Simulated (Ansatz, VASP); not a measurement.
## AgCl: VASP beside Ansatz

```
Ag Cl
1.0
     0.00000    2.99500    2.88408
     2.99500    0.00000    2.88408
     2.99500    2.99500    0.00000
Ag Cl
1 1
Direct
  0.50000 0.50000 0.50000
  0.00000 0.00000 0.00000
```

Change from the starting cell: strain +0.080 along x and y, +0.040 along z, atoms carried along.

Alike in both runs: task single point; functional r2SCAN; k mesh 8 × 8 × 8; occupations gaussian, width 0.05 eV; no spin polarisation.

```csv
,VASP,Ansatz
version,VASP 6.6.1,Ansatz 0.2.0
potentials or method,"VASP PAW PBE potentials, release 64 (Ag, Cl), cutoff 550 eV","scalar-relativistic, plane waves, PAW"
valence electrons in the cell,18,26
```

|  | VASP | Ansatz | Ansatz less VASP |
| --- | --- | --- | --- |
| gap on the k mesh at the Fermi level (eV) | 1.42 | 1.47 | +0.050 |
| least direct gap on the mesh (eV) | 3.14 | 3.15 | +0.014 |
| pressure (GPa) | -5.9 | -5.9 | +0.08 |
| traceless stress, the component that is largest in VASP (GPa) | -0.29 | -0.28 | +0.014 |

VASP's potentials were made for PBE, not for r2SCAN. VASP's potentials hold 18 valence electrons a cell and Ansatz's 26, so a difference there can come from the potentials and not from the codes.
